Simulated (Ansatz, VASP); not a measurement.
## One calculation of HfSiO4, two programs

```
CELL_PARAMETERS angstrom
6.57250 0.00000 0.00000
0.00000 6.57250 0.00000
0.00000 0.00000 11.92640
ATOMIC_POSITIONS crystal
Hf 0.00000 0.50000 0.12500
Hf 0.50000 0.00000 0.37500
Hf 0.00000 0.50000 0.62500
Hf 0.50000 0.00000 0.87500
Hf 0.00000 0.00000 0.00000
Hf 0.00000 0.00000 0.50000
Hf 0.50000 0.50000 0.25000
Hf 0.50000 0.50000 0.75000
Si 0.50000 0.00000 0.12500
Si 0.00000 0.50000 0.37500
Si 0.50000 0.00000 0.62500
Si 0.00000 0.50000 0.87500
Si 0.00000 0.00000 0.25000
Si 0.50000 0.50000 0.00000
Si 0.00000 0.00000 0.75000
Si 0.50000 0.50000 0.50000
O 0.00000 0.81550 0.15990
O 0.50000 0.31550 0.40990
O 0.00000 0.81550 0.65990
O 0.50000 0.31550 0.90990
O 0.68450 0.00000 0.03490
O 0.18450 0.50000 0.28490
O 0.68450 0.00000 0.53490
O 0.18450 0.50000 0.78490
O 0.00000 0.18450 0.15990
O 0.00000 0.18450 0.65990
O 0.50000 0.68450 0.40990
O 0.50000 0.68450 0.90990
O 0.31550 0.00000 0.03490
O 0.31550 0.00000 0.53490
O 0.81550 0.50000 0.28490
O 0.81550 0.50000 0.78490
O 0.50000 0.18450 0.21510
O 0.00000 0.68450 0.46510
O 0.50000 0.18450 0.71510
O 0.00000 0.68450 0.96510
O 0.18450 0.00000 0.34010
O 0.68450 0.50000 0.09010
O 0.18450 0.00000 0.84010
O 0.68450 0.50000 0.59010
O 0.00000 0.31550 0.46510
O 0.50000 0.81550 0.21510
O 0.00000 0.31550 0.96510
O 0.50000 0.81550 0.71510
O 0.31550 0.50000 0.09010
O 0.81550 0.00000 0.34010
O 0.31550 0.50000 0.59010
O 0.81550 0.00000 0.84010
```

Alike in both runs: task single point; functional PBE; k mesh 2 × 2 × 1; occupations gaussian, width 0.05 eV; no spin polarisation.

|  | VASP | Ansatz |
| --- | --- | --- |
| version | VASP 6.6.1 | Ansatz 0.2.0 |
| potentials or method | VASP PAW PBE potentials, release 64 (Hf_pv, Si, O), cutoff 520 eV | scalar-relativistic, plane waves, PAW |
| valence electrons in the cell | 304 | 432 |

|  | VASP | Ansatz | Ansatz less VASP |
| --- | --- | --- | --- |
| gap on the k mesh at the Fermi level (eV) | 5.41 | 5.47 | +0.055 |
| rms of the force components (eV/Å) | 0.246 | 0.155 | -0.0915 |

Atom by atom the forces differ by 0.093 eV/Å (rms over components). VASP's potentials hold 304 valence electrons a cell and Ansatz's 432, so a difference there can come from the potentials and not from the codes.

The k mesh is coarse, so the values compare programs but aren't converged. Spin-orbit coupling is off throughout.
